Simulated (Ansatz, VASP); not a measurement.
# Pt: VASP beside Ansatz

INCAR

```
SYSTEM = Pt
ALGO = Normal ; EDIFF = 1E-7
EDIFFG = -0.01 ; ENCUT = 500
GGA = RE ; GGA_COMPAT = .FALSE.
IBRION = 2 ; ISIF = 3
ISMEAR = -1 ; IVDW = 12
LASPH = .TRUE. ; LCHARG = .FALSE.
LREAL = .FALSE. ; LWAVE = .FALSE.
NELM = 120 ; NELMIN = 4
NSW = 60 ; PREC = Accurate
SIGMA = 0.1
```

File KPOINTS:

```
k-points
0
G
  12 12 12
  0 0 0
```

File POSCAR:

```
Pt
1.0
    0.0000000000      1.9609000000      1.9609000000
    1.9609000000      0.0000000000      1.9609000000
    1.9609000000      1.9609000000      0.0000000000
Pt
1
Direct
    0.0000000000      0.0000000000      0.0000000000
```

Input for Ansatz:

```yaml
crystal:
  lattice:
    bravais: fcc
    a: 3.9218
  space_group: 225
  atoms:
    - { symbol: Pt, position: [0.0, 0.0, 0.0] }
  reduce_to_primitive: true
kpoints:
  mp_grid:
    grid: [12, 12, 12]
hamiltonian:
  xc: revpbe
  dispersion: d3bj
scf:
  occupations:
    method: fermi_dirac
    width: 0.1
relax:
  max_steps: 40
  cell: {}
```

Alike in both runs: task relaxation of cell and atoms; functional revPBE; dispersion D3(BJ); k mesh 12 × 12 × 12; occupations fermi-dirac, width 0.1 eV; no spin polarisation.

```csv
,VASP,Ansatz
version,VASP 6.6.1,Ansatz 0.2.0
potentials or method,"VASP PAW PBE potentials, release 64 (Pt)","plane waves, PAW"
plane-wave cutoff (eV),500,420
valence electrons in the cell,10,18
```

|  | VASP | Ansatz | Ansatz less VASP |
| --- | --- | --- | --- |
| relaxed volume (Å³/atom) | 14.90 | 14.93 | +0.028 |
| relaxed cell length with the largest relative difference (Å) | 2.762 | 2.764 | +0.0017 |

VASP's potentials were made for PBE, not for revPBE. VASP's potentials hold 10 valence electrons a cell and Ansatz's 18, so a difference there can come from the potentials and not from the codes.

Spin-orbit coupling is off throughout.
